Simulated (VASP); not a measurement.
**Rb3NaO2: single point with PBE**

The system is Rb3NaO2.

```
Rb Na O
1.0
     4.97447    0.00000    0.00000
    -2.48724    4.30802    0.00000
     0.00000    0.00000    9.73097
Rb Na O
3 1 2
Direct
  0.33333 0.66667 0.78445
  0.66667 0.33333 0.21555
  0.00000 0.00000 0.50000
  0.00000 0.00000 0.00000
  0.00000 0.00000 0.22501
  0.00000 0.00000 0.77499
```

The cell was built from a structure type or drawn by symmetry, and may not be a known phase.

- Program: VASP 6.6.1
- Task: single point
- Functional: PBE
- Potentials or basis: VASP PAW PBE potentials, release 64 (Rb_sv, Na_pv, O)
- Cutoff: 520 eV
- k mesh: 6 × 6 × 2
- Occupations: gaussian, width 0.1 eV
- Spin: collinear spin, ferromagnetic start
- Starting moments: [0.0, 0.0, 0.0, 0.0, 1.0, 1.0] μB

```yaml
Pressure: -0.1 GPa
Largest_force: 0.038 eV/Å
Net_moment: 0.00 μB per cell
Valence_electrons_inside_the_program's_atomic_spheres: Rb 7.32, 7.33 (each value once); Na 6.09; O 4.87
```

Forces on the atoms (eV/Å):
```
Rb   0.000  0.000  0.028
Rb   0.000  0.000 -0.028
Rb   0.000  0.000  0.000
Na   0.000  0.000  0.000
O    0.000  0.000  0.038
O    0.000  0.000 -0.038
```

Stress tensor (GPa, compression positive):
```
-0.09  0.00  0.00
 0.00 -0.09  0.00
 0.00  0.00  0.00
```

Levels at points of the mesh, in eV from the Fermi level:
Spin up:
| k point | band 21 | band 22 | band 23 | band 24 | band 25 | band 26 |
| --- | --- | --- | --- | --- | --- | --- |
| (0.00, 0.00, 0.00) | -0.41 | -0.41 | -0.16 | -0.11 | 1.69 | 3.18 |
| (0.50, 0.00, 0.00) | -0.21 | -0.16 | -0.16 | 1.89 | 2.32 | 2.92 |
| (0.00, 0.00, 0.50) | -0.48 | -0.39 | -0.39 | 0.27 | 1.13 | 4.15 |
| (0.50, 0.00, 0.50) | -0.53 | -0.23 | -0.14 | 1.86 | 2.42 | 2.75 |
Spin down:
| k point | band 21 | band 22 | band 23 | band 24 | band 25 | band 26 |
| --- | --- | --- | --- | --- | --- | --- |
| (0.00, 0.00, 0.00) | -0.41 | -0.41 | -0.16 | -0.11 | 1.69 | 3.18 |
| (0.50, 0.00, 0.00) | -0.21 | -0.16 | -0.16 | 1.89 | 2.32 | 2.92 |
| (0.00, 0.00, 0.50) | -0.48 | -0.39 | -0.39 | 0.27 | 1.13 | 4.15 |
| (0.50, 0.00, 0.50) | -0.53 | -0.23 | -0.14 | 1.86 | 2.42 | 2.75 |

It took 7.5 min on 1 thread of Intel Xeon 8259CL, on a shared host, peak memory 0.5 GiB.
